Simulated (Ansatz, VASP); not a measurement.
Pb3O: VASP beside Ansatz

The input INCAR:

```
SYSTEM = Pb3O
PREC = Accurate ; ENCUT = 600
EDIFF = 1E-6 ; ISMEAR = 0
SIGMA = 0.1 ; LREAL = .False.
LASPH = .True. ; NELM = 120
ALGO = Normal ; ISIF = 2
LWAVE = .False. ; LCHARG = .False.
GGA = PE ; NBANDS = 32
GGA_COMPAT = .False.
```

File KPOINTS:

```
regular mesh
0
Gamma
  4 4 4
  0 0 0
```

The input POSCAR:

```
Pb3O
1.0
    0.0000000000      3.6881766700      3.6881766700
    3.6881766700      0.0000000000      3.6881766700
    3.6881766700      3.6881766700      0.0000000000
Pb O
3 1
Direct
    0.5000000000      0.5000000000      0.5000000000
    0.2500000000      0.2500000000      0.2500000000
    0.7500000000      0.7500000000      0.7500000000
    0.0000000000      0.0000000000      0.0000000000
```

Input for Ansatz:

```yaml
crystal:
  lattice:
    - [0.0, 3.68817667, 3.68817667]
    - [3.68817667, 0.0, 3.68817667]
    - [3.68817667, 3.68817667, 0.0]
  atoms:
    - { symbol: Pb, position: [0.5, 0.5, 0.5] }
    - { symbol: Pb, position: [0.25, 0.25, 0.25] }
    - { symbol: Pb, position: [0.75, 0.75, 0.75] }
    - { symbol: O, position: [0.0, 0.0, 0.0] }
basis:
  ecutwfc: 420
kpoints:
  mp_grid: { grid: [4, 4, 4] }
hamiltonian:
  xc: pbe
scf:
  occupations: { method: gaussian, width: 0.1 }
  lower_state_search: "off"
output:
  forces: true
  stress: true
  eigenvalues: true
```

Alike in both runs: task single point; functional PBE; k mesh 4 × 4 × 4; occupations gaussian, width 0.1 eV; no spin polarisation.

|  | VASP | Ansatz |
| --- | --- | --- |
| version | VASP 6.6.1 | Ansatz 0.2.0 |
| potentials or method | VASP PAW PBE potentials, release 64 (Pb_d, O), cutoff 600 eV | scalar-relativistic, plane waves, PAW |
| valence electrons in the cell | 48 | 48 |

```csv
,VASP,Ansatz,Ansatz less VASP
gap on the k mesh at the Fermi level (eV),none,none,-
pressure (GPa),-1.1,-1.1,+0.04
```

A gap of «none» marks a metal or a gap that the smearing closes. With one functional, cell and mesh, what is left measures potentials, basis and numerics.

The k mesh is coarse, so the values compare programs but aren't converged. Neither program's run includes spin-orbit coupling.
